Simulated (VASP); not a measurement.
Wanted: the native input for a VASP 6.6.1 run.

```yaml
Task: single point
Functional: PBE
Potentials_or_basis: VASP PAW PBE potentials, release 64 (In_d, Pd)
Cutoff: 520 eV
k_mesh: 8 × 8 × 8
Occupations: gaussian, width 0.018 eV
Spin: no spin polarisation
Dipole_correction: no
Further_INCAR_settings: ALGO = Normal; EDIFF = 1e-07; NBANDS = 18
```

The structure of InPd lies in POSCAR:

```
InPd
1.0
    3.2718847800      0.0000000000      0.0000000000
    0.0000000000      3.2718847800      0.0000000000
    0.0000000000      0.0000000000      3.2718847800
In Pd
1 1
Direct
    0.0000000000      0.0000000000      0.0000000000
    0.5000000000      0.5000000000      0.5000000000
```

One way to write it, as run:

INCAR

```
PREC = Accurate ; ENCUT = 520
EDIFF = 1E-7 ; ISMEAR = 0
SIGMA = 0.018000000000000002 ; LREAL = False
LASPH = True ; NELM = 80
ALGO = Normal ; ISIF = 2
LWAVE = False ; LCHARG = False
GGA = PE ; NBANDS = 18
```

KPOINTS

```
regular mesh
0
Gamma
  8 8 8
```

Potentials or basis: VASP PAW PBE potentials, release 64 (In_d, Pd).

Launch:

```sh
$ cat potpaw_PBE.64/In_d/POTCAR potpaw_PBE.64/Pd/POTCAR > POTCAR
$ mpirun -np 1 vasp_std > vasp.out
```

Results of the run:

* Pressure: 3.8 GPa

Run time: 8 s on 1 thread of Intel Xeon 6975P-C, with other jobs on the host, peak memory 0.15 GiB.
